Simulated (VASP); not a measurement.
Wanted: the native input for a VASP 6.6.1 run.

| Property | Result |
| --- | --- |
| Task | single point |
| Functional | PBE |
| Potentials or basis | VASP PAW PBE potentials, release 64 (Zr_sv, V_sv) |
| Cutoff | 520 eV |
| k mesh | 6 × 6 × 4 |
| Occupations | gaussian, width 0.1 eV |
| Spin | no spin polarisation |
| Dipole correction | no |
| Further INCAR settings | ALGO = Fast; EDIFF = 1e-06; NBANDS = 61 |

The structure of ZrV3 lies in POSCAR:

```
ZrV3
1.0
    5.7283233669      0.0000000000      0.0000000000
   -2.8641616835      4.9608735568      0.0000000000
    0.0000000000      0.0000000000      4.6571517070
Zr V
2 6
Direct
    0.3333333333      0.6666666667      0.2500000000
    0.6666666667      0.3333333333      0.7500000000
    0.8549815951      0.7099631902      0.2500000000
    0.1450184049      0.8549815951      0.7500000000
    0.2900368098      0.1450184049      0.2500000000
    0.1450184049      0.2900368098      0.7500000000
    0.8549815951      0.1450184049      0.2500000000
    0.7099631902      0.8549815951      0.7500000000
```

The input as run:

INCAR

```
ALGO = Fast
EDIFF = 1E-6
ENCUT = 520
GGA = PE
ISIF = 2
ISMEAR = 0
LASPH = T
LCHARG = F
LREAL = F
LWAVE = F
NBANDS = 61
NELM = 100
PREC = Accurate
SIGMA = 0.1
```

KPOINTS

```
k-points
0
Gamma
  6 6 4
```

Potentials or basis: VASP PAW PBE potentials, release 64 (Zr_sv, V_sv).

Launch:

```sh
$ cat potpaw_PBE.64/Zr_sv/POTCAR potpaw_PBE.64/V_sv/POTCAR > POTCAR
$ mpirun -np 1 vasp_std > vasp.out
```

It gave:

```json
{"Pressure": "0.2 GPa", "Largest force": "0.028 eV/Å", "Band gap on the k mesh": "zero (bands 51 and 52 overlap by 0.86 eV)"}
```

Run time: 15 min on 1 thread of Intel Xeon 8259CL, with other jobs on the host, peak memory 0.35 GiB.
